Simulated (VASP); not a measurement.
# GaN (P6_3mc) in VASP: notebook, part 2 of 2

VASP 6.6.1.

**3. Single point, b88 exchange, pbe correlation**

This run uses another cell than the first one, of 10.63 Å³/atom.

Input file INCAR:

```
PREC = Accurate
ENCUT = 600
EDIFF = 1E-6
ISMEAR = -1
SIGMA = 0.05
LREAL = False
LASPH = True
NELM = 120
ALGO = Normal
ISIF = 2
LWAVE = False
LCHARG = True
GGA = LIBXC
LIBXC1 = GGA_X_B88
LIBXC2 = GGA_C_PBE
LELF = True
LVHAR = True
NBANDS = 26
GGA_COMPAT = False
```

Input file KPOINTS:

```
Automatic mesh
0
Gamma
  10 10 5
```

Input file POSCAR:

```
GaN
1.0
    3.1150838257      0.0000000000      0.0000000000
   -1.5575419129      2.6977417280      0.0000000000
    0.0000000000      0.0000000000      5.0605418376
Ga N
2 2
Direct
    0.6666666667      0.3333333333      0.5000000000
    0.3333333333      0.6666666667      0.0000000000
    0.6666666667      0.3333333333      0.8750000000
    0.3333333333      0.6666666667      0.3750000000
```

Potentials or basis: VASP PAW PBE potentials, release 64 (Ga_d, N).

Started as:

```
> cat potpaw_PBE.64/Ga_d/POTCAR potpaw_PBE.64/N/POTCAR > POTCAR
> mpirun -np 1 vasp_std > vasp.out
```

Run time: 63 s. Hardware: 1 thread of Intel Xeon 6975P-C (Granite Rapids), shared host; peak memory 0.2 GiB.

It converged, with:

| Item | Value |
| --- | --- |
| Free energy | -23.6286 eV |
| Pressure | 21.1 GPa |
| Largest force | 0.152 eV/Å |
| Band gap on the k mesh | 2.39 eV |

Forces on the atoms (eV/Å):
```
Ga   0.000  0.000 -0.152
Ga   0.000  0.000 -0.152
N    0.000  0.000  0.152
N    0.000  0.000  0.152
```

Stress tensor (GPa, compression positive):
```
20.11  0.00  0.00
 0.00 20.11  0.00
 0.00  0.00 22.93
```

Levels at points of the mesh, in eV from the valence-band top:
```tsv
k point	band 15	band 16	band 17	band 18	band 19	band 20	band 21	band 22
(0.00, 0.00, 0.00)	-1.14	-0.06	0.00	0.00	2.39	4.71	9.62	10.29
(0.50, 0.00, 0.00)	-4.56	-3.01	-2.45	-1.07	5.25	5.94	6.30	9.20
```

Caveat: the cell stands under pressure; the PAW data sets were made with another functional, which shifts forces and pressure a little.

**4. Single point, b88 exchange, pbe correlation**

This run uses another cell than the first one, of 10.86 Å³/atom.

Input file INCAR:

```
PREC = Accurate
ENCUT = 600
EDIFF = 1E-6
ISMEAR = -1
SIGMA = 0.05
LREAL = F
LASPH = T
NELM = 120
ALGO = Normal
ISIF = 2
LWAVE = F
LCHARG = F
GGA = LIBXC
LIBXC1 = GGA_X_B88
LIBXC2 = GGA_C_PBE
NBANDS = 26
GGA_COMPAT = F
```

KPOINTS is that of step 3.

Input file POSCAR:

```
GaN
1.0
    3.1370217585      0.0000000000      0.0000000000
   -1.5685108793      2.7167405351      0.0000000000
    0.0000000000      0.0000000000      5.0961806304
Ga N
2 2
Direct
    0.6666666667      0.3333333333      0.5000000000
    0.3333333333      0.6666666667      0.0000000000
    0.6666666667      0.3333333333      0.8750000000
    0.3333333333      0.6666666667      0.3750000000
```

Potentials or basis: VASP PAW PBE potentials, release 64 (Ga_d, N).

Started as:

```
> cat potpaw_PBE.64/Ga_d/POTCAR potpaw_PBE.64/N/POTCAR > POTCAR
> mpirun -np 1 vasp_std > vasp.out
```

OUTCAR:

```text
PREC = Accurate
   ENCUT = 600
   EDIFF = 1E-6
   ISMEAR = -1
   LREAL = F
   LASPH = T
   NELM = 120
   ISIF = 2
   GGA = LIBXC

 ion  position               nearest neighbor table
   1  0.667  0.333  0.500-   3 1.91   4 1.92   4 1.92   4 1.92
   2  0.333  0.667  0.000-   4 1.91   3 1.92   3 1.92   3 1.92
   3  0.667  0.333  0.875-   1 1.91   2 1.92   2 1.92   2 1.92
   4  0.333  0.667  0.375-   2 1.91   1 1.92   1 1.92   1 1.92

  LATTYP: Found a hexagonal cell.
[... 895 lines left out ...]

  FORCE on cell =-STRESS in cart. coord.  units (eV):
  Direction    XX          YY          ZZ          XY          YZ          ZX
  --------------------------------------------------------------------------------------
  -------------------------------------------------------------------------------------
  Total        4.0500358      4.0500358      4.7490762     -0.0000000      0.0000000      0.0000000
  in kB      149.4028697    149.4028697    175.1899598     -0.0000000      0.0000000      0.0000000
  external PRESSURE =     157.9985664 kB  Pullay stress =       0.0000000 kB

 VOLUME and BASIS-vectors are now :
 -----------------------------------------------------------------------------
  energy-cutoff  :      600.00
  volume of cell :       43.43
      direct lattice vectors                 reciprocal lattice vectors
     3.137021758  0.000000000  0.000000000     0.318773690  0.184044075  0.000000000
    -1.568510879  2.716740535  0.000000000     0.000000000  0.368088151  0.000000000
     0.000000000  0.000000000  5.096180630     0.000000000  0.000000000  0.196225384

 POSITION                                       TOTAL-FORCE (eV/Angst)
 -----------------------------------------------------------------------------------
      1.56851      0.90558      2.54809         0.000000     -0.000000     -0.145762
     -0.00000      1.81116      0.00000        -0.000000      0.000000     -0.145762
      1.56851      0.90558      4.45916         0.000000     -0.000000      0.145762
     -0.00000      1.81116      1.91107         0.000000     -0.000000      0.145762
 -----------------------------------------------------------------------------------
    total drift:                               -0.000000     -0.000000     -0.000092

  FREE ENERGIE OF THE ION-ELECTRON SYSTEM (eV)
  ---------------------------------------------------
  free  energy   TOTEN  =       -23.7336134245 eV

  energy  without entropy=      -23.7336134244  energy(sigma->0) =      -23.73361342
```

stdout:

```text
POSCAR found type information on POSCAR GaN
 POSCAR found :  2 types and       4 ions
 scaLAPACK will be used
 -----------------------------------------------------------------------------
|                                                                             |
|                                                                             |
|     You enforced a specific xc type in the INCAR file but a different       |
|     I HOPE YOU KNOW WHAT YOU ARE DOING!                                     |
|                                                                             |
 -----------------------------------------------------------------------------

 LDA part: xc-table for (None,None), standard interpolation
 POSCAR, INCAR and KPOINTS ok, starting setup
 FFT: planning ... GRIDC
 FFT: planning ... GRID_SOFT
 FFT: planning ... GRID
 WAVECAR not read
 entering main loop
```

It took 76 s on 1 thread of Intel Xeon 6975P-C (Granite Rapids), shared host; peak memory 0.2 GiB.

Results:

```yaml
Free_energy: -23.7336 eV
Pressure: 15.8 GPa
Largest_force: 0.146 eV/Å
Band_gap_on_the_k_mesh: 2.25 eV
```

Forces on the atoms (eV/Å):
```
Ga   0.000  0.000 -0.146
Ga   0.000  0.000 -0.146
N    0.000  0.000  0.146
N    0.000  0.000  0.146
```

Stress tensor (GPa, compression positive):
```
14.94  0.00  0.00
 0.00 14.94  0.00
 0.00  0.00 17.52
```

Levels at points of the mesh, in eV from the valence-band top:
| k point | band 16 | band 17 | band 18 | band 19 | band 20 | band 21 |
| --- | --- | --- | --- | --- | --- | --- |
| (0.00, 0.00, 0.00) | -0.06 | 0.00 | 0.00 | 2.25 | 4.57 | 9.50 |
| (0.50, 0.00, 0.00) | -2.93 | -2.38 | -1.04 | 5.19 | 5.84 | 6.21 |

Caveat: the cell stands under pressure; the PAW data sets were made with another functional, which shifts forces and pressure a little.

**5. Summary**

```csv
level,potentials or basis,cell,cutoff (eV),gap on the mesh (eV),pressure (GPa),largest force (eV/Å)
r2SCAN+rVV10,"VASP PAW PBE potentials, release 64 (Ga_d, N_h)","a = 3.222, b = 3.222, c = 5.234 Å, angles 90.0, 90.0, 120.0°, 4 atoms",910,2.06,-6.6,0.13
"b88 exchange, pbe correlation","VASP PAW PBE potentials, release 64 (Ga_d, N)","a = 3.115, b = 3.115, c = 5.061 Å, angles 90.0, 90.0, 120.0°, 4 atoms",600,2.39,21.1,0.15
"b88 exchange, pbe correlation","VASP PAW PBE potentials, release 64 (Ga_d, N)","a = 3.137, b = 3.137, c = 5.096 Å, angles 90.0, 90.0, 120.0°, 4 atoms",600,2.25,15.8,0.15
```

Alike in all rows: task single point; no spin polarisation; k mesh 10 × 10 × 5; smearing fermi-dirac 0.05 eV.

Caveats: the PAW data sets were made with another functional, which shifts forces and pressure a little; the cell stands under pressure (at least some runs); the cutoff is under 1.25 times the usual one of these potentials, so pressure, stress and relaxed cells hold a basis-set (Pulay) error (at least some runs); the cell stands under tension (at least some runs).

Total energies depend on the potentials used, so only differences within one code and one set of settings carry meaning.
